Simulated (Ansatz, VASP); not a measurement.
**Two plane-wave programs on S**

```
S
1.0
     0.00000    3.16306    3.16306
     3.16306    0.00000    3.16306
     3.16306    3.16306    0.00000
S
2
Cartesian
  3.1631 3.1631 3.1631
  4.7446 4.7446 4.7446
```

Alike in both runs: task relaxation of cell and atoms; functional PBEsol; k mesh 6 × 6 × 6; occupations gaussian, width 0.1 eV; no spin polarisation.

|  | VASP | Ansatz |
| --- | --- | --- |
| version | VASP 6.6.1 | Ansatz 0.2.0 |
| potentials or method | VASP PAW PBE potentials, release 64 (S), cutoff 600 eV | scalar-relativistic, plane waves, PAW |
| valence electrons in the cell | 12 | 12 |

```csv
,VASP,Ansatz,Ansatz less VASP
"gap on the k mesh at the Fermi level, each at its own relaxed structure (eV)",none,none,-
relaxed volume (Å³/atom),22.66,22.66,-0.001
relaxed cell length with the largest relative difference (Å),4.002,4.002,-0.0001
```

VASP's potentials were made for PBE, not for PBEsol. A gap of «none» marks a metal or a gap that the smearing closes.

Noted on VASP's run: the volume moved by over 15 % at a fixed basis, so the end points are rough.
